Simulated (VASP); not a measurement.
Wanted: the native input for a VASP 6.6.1 run.

```yaml
Task: single point
Functional: PBE
Potentials_or_basis: VASP PAW PBE potentials, release 64 (Mg, S)
Cutoff: 520 eV
k_mesh: 8 × 8 × 8
Occupations: gaussian, width 0.05 eV
Spin: no spin polarisation
Dipole_correction: no
Further_INCAR_settings: ALGO = Normal; EDIFF = 1e-06; NBANDS = 11
```

The structure of MgS lies in POSCAR:

```
MgS
1.0
    0.0000000000      2.5626252500      2.5236005000
    2.5626252500      0.0000000000      2.5236005000
    2.5626252500      2.5626252500      0.0000000000
Mg S
1 1
Direct
    0.0000000000      0.0000000000      0.0000000000
    0.5000000000      0.5000000000      0.5000000000
```

This cell differs from its parent crystal: strain -0.015 along x and y, -0.030 along z.

One way to write it, as run:

INCAR

```
  ALGO = Normal
  EDIFF = 1E-6
  ENCUT = 520
  GGA = PE
  ISIF = 2
  ISMEAR = 0
  LASPH = T
  LCHARG = F
  LREAL = F
  LWAVE = F
  NBANDS = 11
  NELM = 60
  PREC = Accurate
  SIGMA = 0.05
```

KPOINTS

```
k-points
0
Gamma
  8 8 8
```

Potentials or basis: VASP PAW PBE potentials, release 64 (Mg, S).

Command:

```console
$ cat potpaw_PBE.64/Mg/POTCAR potpaw_PBE.64/S/POTCAR > POTCAR
$ mpirun -np 1 vasp_std > vasp.out
```

Results of the run:

```yaml
Pressure: 6.3 GPa
Band_gap_on_the_k_mesh: 2.83 eV, indirect (least direct gap 4.19 eV)
```

Caveat: the cell differs from its parent crystal (strain -0.015 along x and y, -0.030 along z).

It took 30 s on 1 thread of Intel Xeon 8259CL, with other jobs on the host, peak memory 0.17 GiB.
